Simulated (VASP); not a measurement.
**CuSi16 (a cell with a defect): single point with PBE+D3(BJ)**

The system is CuSi16 (a cell with a defect).

```xyz
17
Lattice="0.0000 5.4300 5.4300 5.4300 0.0000 5.4300 5.4300 5.4300 0.0000" Properties=species:S:1:pos:R:3 pbc="T T T"
Si   -0.0697   -0.0267   -0.0699
Si    1.2737    1.3191    1.2737
Si    2.7126    2.6601    0.0166
Si    4.0243    4.0866    1.3203
Si    2.6583    0.0202    2.6591
Si    4.0189    1.3501    4.0189
Si    5.3613    2.7559    2.7193
Si    6.7252    4.1022    4.0761
Si    0.0159    2.6595    2.7127
Si    1.3200    4.0862    4.0239
Si    2.7599    5.4295    2.7601
Si    4.1775    6.6719    4.1780
Si    2.7189    2.7556    5.3612
Si    4.0749    4.1015    6.7261
Si    5.5803    5.4455    5.5819
Si    6.8632    6.9069    6.8634
Cu    8.3976    8.2739    8.3989
```

| Property | Result |
| --- | --- |
| Program | VASP 6.6.1 |
| Task | single point |
| Functional | PBE |
| Dispersion | D3(BJ) |
| Potentials or basis | VASP PAW PBE potentials, release 64 (Si, Cu) |
| Cutoff | 520 eV |
| k mesh | 2 × 2 × 2 |
| Occupations | gaussian, width 0.02 eV |
| Spin | no spin polarisation |

| Item | Value |
| --- | --- |
| Largest force | 0.016 eV/Å |
| Dispersion energy per atom | -0.334 eV |

Forces on the atoms (eV/Å):
```
Si  -0.002 -0.007 -0.002
Si  -0.003 -0.003 -0.002
Si  -0.005 -0.002  0.005
Si  -0.003 -0.005  0.002
Si   0.000  0.004  0.000
Si  -0.001 -0.002 -0.001
Si   0.003 -0.003  0.002
Si  -0.004  0.007  0.010
Si   0.005 -0.001 -0.005
Si   0.003 -0.004 -0.002
Si  -0.003 -0.004 -0.003
Si   0.001 -0.002  0.001
Si   0.001 -0.004  0.003
Si   0.009  0.008 -0.005
Si  -0.004  0.008 -0.005
Si  -0.002 -0.005 -0.001
Cu   0.002  0.016  0.002
```

Levels at points of the mesh, in eV from the Fermi level:
```csv
k point,band 34,band 35,band 36,band 37,band 38,band 39,band 40,band 41
"(0.00, 0.00, 0.00)",-0.91,-0.62,-0.19,-0.10,0.12,0.51,0.61,0.63
"(0.50, 0.00, 0.00)",-0.91,-0.84,-0.82,-0.71,0.57,1.14,1.31,1.32
"(0.00, 0.50, 0.00)",-0.93,-0.87,-0.78,-0.77,0.48,1.22,1.31,1.35
"(0.00, 0.00, 0.50)",-0.91,-0.84,-0.82,-0.71,0.57,1.14,1.31,1.32
"(0.50, 0.50, 0.50)",-0.89,-0.86,-0.68,-0.52,0.54,1.04,1.32,1.38
"(0.50, 0.50, 0.00)",-1.52,-1.43,-1.41,-1.00,0.67,1.05,2.00,2.08
"(0.00, 0.50, 0.50)",-1.52,-1.43,-1.41,-1.00,0.67,1.05,2.00,2.08
"(0.50, 0.00, 0.50)",-1.48,-1.48,-1.40,-1.04,0.68,1.04,2.01,2.06
```

Run time: 9.2 min on 1 thread of Intel Xeon 8259CL (shared host), peak memory 0.49 GiB.

Caveat: the k points lie up to 0.50 Å⁻¹ apart; the cell carries a net charge on a neutralising background, which shifts energy and pressure; the cell is charged against a uniform background, so pressure and absolute levels hang on convention.
